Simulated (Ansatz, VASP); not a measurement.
# One calculation of H, two programs

```
H
1.0
     3.75077    0.00000    0.00000
    -1.87539    3.24826    0.00000
     0.00000    0.00000    5.08063
H
4
Cartesian
  0.0000 2.1655 0.7960
  1.8754 1.0828 3.3363
  1.8754 1.0828 4.2846
  0.0000 2.1655 1.7443
```

Alike in both runs: task single point; functional PBE; k mesh 9 × 9 × 6; occupations gaussian, width 0.02 eV; no spin polarisation.

|  | VASP | Ansatz |
| --- | --- | --- |
| version | VASP 6.6.1 | Ansatz 0.2.0 |
| potentials or method | VASP PAW PBE potentials, release 64 (H), cutoff 520 eV | scalar-relativistic, plane waves, PAW |
| valence electrons in the cell | 4 | 4 |

```tsv
	VASP	Ansatz	Ansatz less VASP
gap on the k mesh at the Fermi level (eV)	6.82	6.81	-0.001
least direct gap on the mesh (eV)	6.82	6.81	-0.001
pressure (GPa)	-6.2	-6.1	+0.10
traceless stress, the component that is largest in VASP (GPa)	-12.43	-12.44	-0.014
rms of the force components (eV/Å)	2.193	2.193	-0.0008
```

Atom by atom the forces differ by 0.001 eV/Å (rms over components).
